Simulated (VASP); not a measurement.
**SnO2: single point with PBE**

The system is SnO2.

```
Sn O
1.0
     0.00000    4.37600    0.00000
     4.37600    0.00000    0.00000
     2.18800    2.18800   -3.64589
Sn O
2 4
Direct
  0.00000 0.00000 0.00000
  0.75000 0.25000 0.50000
  0.37500 0.33900 0.75000
  0.66100 0.12500 0.25000
  0.87500 0.91100 0.75000
  0.08900 0.62500 0.25000
```

- Program: VASP 6.6.1
- Task: single point
- Functional: PBE
- Potentials or basis: VASP PAW PBE potentials, release 64 (Sn_d, O)
- Cutoff: 520 eV
- k mesh: 7 × 7 × 7
- Occupations: fermi-dirac, width 0.1 eV
- Spin: no spin polarisation
- Dipole correction: no
- Further INCAR settings: ALGO = Normal; EDIFF = 1e-06; NBANDS = 35

```
Pressure               : 134.5 GPa
Largest force          : 11.072 eV/Å
Band gap on the k mesh : 3.06 eV, direct
```

Forces in eV/Å, atoms in the order of the input:
```
Sn    0.000   0.000   0.000
Sn    0.000   0.000   0.000
O    11.072   0.000   0.000
O     0.000 -11.072   0.000
O   -11.072   0.000   0.000
O     0.000  11.072   0.000
```

Stress tensor (GPa, compression positive):
```
140.23   0.00   0.00
  0.00 140.23   0.00
  0.00   0.00 123.15
```

Levels at points of the mesh, in eV from the valence-band top:
```csv
k point,band 23,band 24,band 25,band 26,band 27,band 28,band 29,band 30
"(0.00, 0.00, 0.00)",-2.05,-0.21,-0.21,0.00,3.06,7.74,10.45,10.45
```

It took 86 s on 1 thread of AMD EPYC 7R13 Processor (Zen 3), on a shared host, peak memory 0.21 GiB.

Caveat: spin-orbit coupling is left out, which moves the levels of the heavy elements; forces of over 1 eV/Å act on the atoms, so gaps and moduli don't describe the material at rest. A hybrid or GW would open this gap; PBE tends to underestimate it.
